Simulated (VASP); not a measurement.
A run of VASP 6.6.1 is set up as follows.

INCAR

```
SYSTEM = Be7S
  PREC = Accurate
  ENCUT = 520
  EDIFF = 1E-7
  ISMEAR = 0
  SIGMA = 0.2
  LREAL = .FALSE.
  LASPH = .TRUE.
  NELM = 60
  ALGO = Normal
  ISIF = 2
  LWAVE = .FALSE.
  LCHARG = .FALSE.
  GGA = PE
  NBANDS = 20
```

KPOINTS

```
regular mesh
0
G
  3 5 5
  0 0 0
```

The input POSCAR:

```
Be7S
1.0
    6.9899814385      0.0000000000      0.0000000000
    0.0000000000      2.4594480578      2.2157655791
    0.0000000000     -2.4594480578      2.2157655791
Be S
7 1
Direct
    0.5000000000      0.5039332694      0.0260632551
    0.5000000000      0.0260632551      0.5039332694
    0.7024014883      0.0092813750      0.0092813750
    0.2975985117      0.0092813750      0.0092813750
    0.2974947522      0.5206232531      0.5206232531
    0.7025052478      0.5206232531      0.5206232531
    0.0000000000      0.7650437205      0.7650437205
    0.0000000000      0.2650483388      0.2650483388
```

Potentials or basis: VASP PAW PBE potentials, release 64 (Be, S).

Launch:

```console
$ cat potpaw_PBE.64/Be/POTCAR potpaw_PBE.64/S/POTCAR > POTCAR
$ mpirun -np 1 vasp_std > vasp.out
```

(1) Estimate the largest force.

(2) Predict the band gap on the k mesh.

(3) Predict the pressure.

Answers

(1) 0.027 eV/Å.

(2) zero (band 10 reaches 7.44 eV, above the bottom of band 11 at 5.31 eV).

(3) 0.0 GPa.

Caveat: the k points lie up to 0.38 Å⁻¹ apart.
